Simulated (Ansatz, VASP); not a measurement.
**Al in VASP and in Ansatz**

```
Al
1.0
     2.82220    0.00000    0.00000
    -1.41110    2.44410    0.00000
     0.00000    0.00000    9.26206
Al
4
Direct
  0.00000 0.00000 0.05398
  0.33333 0.66667 0.25000
  0.00000 0.00000 0.50000
  0.66667 0.33333 0.75000
```

Alike in both runs: task single point; functional r2SCAN; k mesh 18 × 18 × 6; occupations gaussian, width 0.15 eV; no spin polarisation.

```csv
,VASP,Ansatz
version,VASP 6.6.1,Ansatz 0.2.0
potentials or method,"VASP PAW PBE potentials, release 64 (Al), cutoff 520 eV","scalar-relativistic, plane waves, PAW"
valence electrons in the cell,12,12
```

|  | VASP | Ansatz | Ansatz less VASP |
| --- | --- | --- | --- |
| gap on the k mesh at the Fermi level (eV) | none | none | - |
| pressure (GPa) | 5.9 | 6.2 | +0.31 |
| traceless stress, the component that is largest in VASP (GPa) | 3.84 | 3.82 | -0.023 |
| rms of the force components (eV/Å) | 1.402 | 1.405 | +0.0036 |

VASP's potentials were made for PBE, not for r2SCAN. Atom by atom the forces differ by 0.004 eV/Å (rms over components). A gap of «none» marks a metal or a gap that the smearing closes. With one functional, cell and mesh, what is left measures potentials, basis and numerics.
